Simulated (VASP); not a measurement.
# GaN (F-43m) in VASP: settings compared, part 2 of 2

VASP 6.6.1. The steps go on from the part before.

**4. Elastic constants, PBEsol**

Contents of INCAR:

```
PREC     = Accurate       # precision mode
ENCUT    = 600            # plane-wave cutoff, eV
EDIFF    = 1E-8           # SCF threshold, eV
ISMEAR   = -1             # smearing method
SIGMA    = 0.05           # smearing width, eV
LREAL    = False          # projectors in reciprocal space
LASPH    = True           # aspherical terms in the spheres
NELM     = 100            # most SCF steps
ALGO     = Normal         # electronic algorithm
ISIF     = 3              # what is computed and relaxed
LWAVE    = False          # write WAVECAR
LCHARG   = True           # write CHGCAR
GGA      = PS             # functional
IBRION   = 6              # ionic algorithm
NFREE    = 2            
POTIM    = 0.015          # step
NSW      = 1              # ionic steps
```

Contents of KPOINTS:

```
regular mesh
0
Gamma
  7 7 7
```

Contents of POSCAR:

```
GaN
1.0
    0.0000000000      2.2535006075      2.2535006075
    2.2535006075      0.0000000000      2.2535006075
    2.2535006075      2.2535006075      0.0000000000
Ga N
1 1
Direct
    0.0000000000      0.0000000000      0.0000000000
    0.2500000000      0.2500000000      0.2500000000
```

Potentials or basis: VASP PAW PBE potentials, release 64 (Ga_d, N).

Launch:

```console
$ cat potpaw_PBE.64/Ga_d/POTCAR potpaw_PBE.64/N/POTCAR > POTCAR
$ mpirun -np 1 vasp_std > vasp.out
```

OUTCAR:

```text
PREC = Accurate
   ENCUT = 600
   EDIFF = 1E-8
   ISMEAR = -1
   LREAL = False
   LASPH = True
   NELM = 100
   ISIF = 3
   GGA = PS
   IBRION = 6
   NFREE = 2
   POTIM = 0.015
   NSW = 1

 ion  position               nearest neighbor table
   1  0.000  0.000  0.000-   2 1.95   2 1.95   2 1.95   2 1.95
   2  0.250  0.250  0.250-   1 1.95   1 1.95   1 1.95   1 1.95

  LATTYP: Found a face centered cubic cell.
 ALAT       =     4.5070012150

  Lattice vectors:

 A1 = (   0.0000000000,   2.2535006075,   2.2535006075)
 A2 = (   2.2535006075,   0.0000000000,   2.2535006075)
 A3 = (   2.2535006075,   2.2535006075,   0.0000000000)

Analysis of symmetry for initial positions (statically):
=====================================================================
 Subroutine PRICEL returns:
 Original cell was already a primitive cell.

 Routine SETGRP: Setting up the symmetry group for a
 face centered cubic supercell.

 Subroutine GETGRP returns: Found 24 space group operations
 (whereof 24 operations were pure point group operations)
 out of a pool of 48 trial point group operations.

The static configuration has the point symmetry T_d .

Analysis of symmetry for dynamics (positions and initial velocities):
=====================================================================
 Subroutine PRICEL returns:
 Original cell was already a primitive cell.
[... 743 lines left out ...]
  Total       -0.2136365     -0.2094513     -0.2094513      0.0000000      0.1178017      0.0000000
  in kB      -14.9548812    -14.6619090    -14.6619090      0.0000000      8.2462999      0.0000000
  external PRESSURE =     -14.7595664 kB  Pullay stress =       0.0000000 kB
[... 17 lines left out ...]
  FREE ENERGIE OF THE ION-ELECTRON SYSTEM (eV)
  ---------------------------------------------------
  free  energy   TOTEN  =       -13.1208485388 eV

  energy  without entropy=      -13.1208485378  energy(sigma->0) =      -13.12084854

 INTERNAL STRAIN TENSORS FROM STRAINED CELLS
 ============================================

 INTERNAL STRAIN TENSOR FOR ION    1 for displacements in x,y,z  (eV/Angst):
          X           Y           Z          XY          YZ          ZX
  --------------------------------------------------------------------------------
  x     0.00000    -0.00000    -0.00000     0.00000     7.86303     0.00000
  y     0.00000    -0.00000     0.00000     0.00000     0.00000     7.86370
  z     0.00000    -0.00000    -0.00000     7.86211     0.00000    -0.00000

 INTERNAL STRAIN TENSORS FROM DISPLACED ATOMS
 ============================================

 INTERNAL STRAIN TENSOR FOR ION    1 for displacements in x,y,z  (eV/Angst):
          X           Y           Z          XY          YZ          ZX
  --------------------------------------------------------------------------------
  x    -0.00000    -0.00000    -0.00000     0.00000     7.85726     0.00000
  y     0.00000    -0.00000     0.00000     0.00000     0.00000     7.85726
  z    -0.00000    -0.00000    -0.00000     7.85726     0.00000     0.00000

 INTERNAL STRAIN TENSOR FOR ION    2 for displacements in x,y,z  (eV/Angst):
          X           Y           Z          XY          YZ          ZX
  --------------------------------------------------------------------------------
  x    -0.00000    -0.00000    -0.00000     0.00000    -7.85343     0.00000
  y    -0.00000    -0.00000    -0.00000     0.00000     0.00000    -7.85343
  z    -0.00000    -0.00000    -0.00000    -7.85343     0.00000     0.00000

 Eigenvectors and eigenvalues of the dynamical matrix
 ----------------------------------------------------

   1 f  =   15.837613 THz    99.510656 2PiTHz  528.285900 cm-1    65.499074 meV
             X         Y         Z           dx          dy          dz
      0.000000  0.000000  0.000000     0.000521    0.028164    0.408150
      1.126750  1.126750  1.126750    -0.001162   -0.062815   -0.910315
[... 21 lines left out ...]
   6 f/i=    0.003217 THz     0.020210 2PiTHz    0.107291 cm-1     0.013302 meV
             X         Y         Z           dx          dy          dz
      0.000000  0.000000  0.000000    -0.264307    0.342719    0.803310
      1.126750  1.126750  1.126750    -0.118505    0.153662    0.360173

--------------------------------------------------------------------------------------------------------

 ELASTIC MODULI CONTR FROM IONIC RELAXATION (kBar)
 Direction    XX          YY          ZZ          XY          YZ          ZX
 --------------------------------------------------------------------------------
 XX          -0.0000     -0.0000     -0.0000     -0.0000     -0.0000     -0.0000
 YY          -0.0000     -0.0000     -0.0000     -0.0000     -0.0000     -0.0000
 ZZ          -0.0000     -0.0000     -0.0000     -0.0000     -0.0000     -0.0000
 XY          -0.0000     -0.0000     -0.0000   -360.8424      0.0000      0.0000
 YZ          -0.0000     -0.0000     -0.0000      0.0000   -360.8424      0.0000
 ZX          -0.0000     -0.0000     -0.0000      0.0000      0.0000   -360.8424
 --------------------------------------------------------------------------------

 TOTAL ELASTIC MODULI (kBar)
 Direction    XX          YY          ZZ          XY          YZ          ZX
 --------------------------------------------------------------------------------
 XX        2654.9257   1414.5511   1414.5511     -0.0000      0.0000      0.0000
 YY        1414.5511   2654.9257   1414.5511     -0.0000     -0.0000     -0.0000
 ZZ        1414.5511   1414.5511   2654.9257     -0.0000     -0.0000     -0.0000
 XY          -0.0000     -0.0000     -0.0000   1518.4100      0.0000      0.0000
 YZ           0.0000     -0.0000     -0.0000      0.0000   1518.4100      0.0000
 ZX           0.0000     -0.0000     -0.0000      0.0000      0.0000   1518.4100
 --------------------------------------------------------------------------------
```

OSZICAR:

```text
N       E                     dE             d eps       ncg     rms          rms(c)
DAV:   1     0.910215677479E+02    0.91022E+02   -0.10787E+04   552   0.271E+03
DAV:   2    -0.744351233034E+01   -0.98465E+02   -0.92544E+02   585   0.372E+02
DAV:   3    -0.148109043073E+02   -0.73674E+01   -0.73143E+01   605   0.929E+01
DAV:   4    -0.149279264177E+02   -0.11702E+00   -0.11696E+00   632   0.128E+01
[... 196 lines left out ...]
DAV:   4    -0.131208521631E+02   -0.95633E-05   -0.19201E-04  1937   0.166E-01    0.210E-02
DAV:   5    -0.131208495147E+02    0.26484E-05   -0.71025E-06  2043   0.323E-02    0.129E-02
DAV:   6    -0.131208484845E+02    0.10302E-05   -0.33468E-06  1734   0.298E-02    0.137E-03
DAV:   7    -0.131208485365E+02   -0.52024E-07   -0.47560E-07  2024   0.948E-03    0.126E-03
DAV:   8    -0.131208485388E+02   -0.22810E-08   -0.17836E-08  1534   0.152E-03
  17 F= -.13120849E+02 E0= -.13120849E+02  d E =-.989381E-09
```

stdout:

```text
POSCAR found type information on POSCAR GaN
 POSCAR found :  2 types and       2 ions
 scaLAPACK will be used
 -----------------------------------------------------------------------------
|                                                                             |
|                                                                             |
|     You enforced a specific xc type in the INCAR file but a different       |
|     I HOPE YOU KNOW WHAT YOU ARE DOING!                                     |
[... 32 lines left out ...]
 Finite differences progress:
 bond charge predicted
 Finite differences progress:
 bond charge predicted
 Finite differences progress:
 bond charge predicted
 Finite differences progress:
 bond charge predicted
 Finite differences progress:
 bond charge predicted
 Finite differences progress:
 bond charge predicted
 Finite differences progress:
```

It took 5.1 min on 1 thread of Intel Xeon 6975P-C, shared host; peak memory 0.22 GiB.

What came out:

```
Elastic constants C11, C12, C44                         : 265, 141, 152 GPa
Voigt bulk modulus                                      : 183 GPa
Highest phonon frequency at Γ, LO-TO splitting left out : 528 cm⁻¹
```

Phonon frequencies in cm⁻¹ (negative: imaginary):
| q point | frequencies |
| --- | --- |
| (0.000, 0.000, 0.000) | 0 0 0 528 528 528 |

Elastic tensor in Voigt notation (GPa, in the Cartesian axes of the cell as first typed):
```
265 141 141   0   0   0
141 265 141   0   0   0
141 141 265   0   0   0
  0   0   0 152   0   0
  0   0   0   0 152   0
  0   0   0   0   0 152
```

Clamped-ion elastic tensor (GPa):
```
265 141 141   0   0   0
141 265 141   0   0   0
141 141 265   0   0   0
  0   0   0 188   0   0
  0   0   0   0 188   0
  0   0   0   0   0 188
```

Caveat: the cell is under stress, which shifts elastic constants; the PAW data sets were made with another functional, which shifts forces and pressure a little.
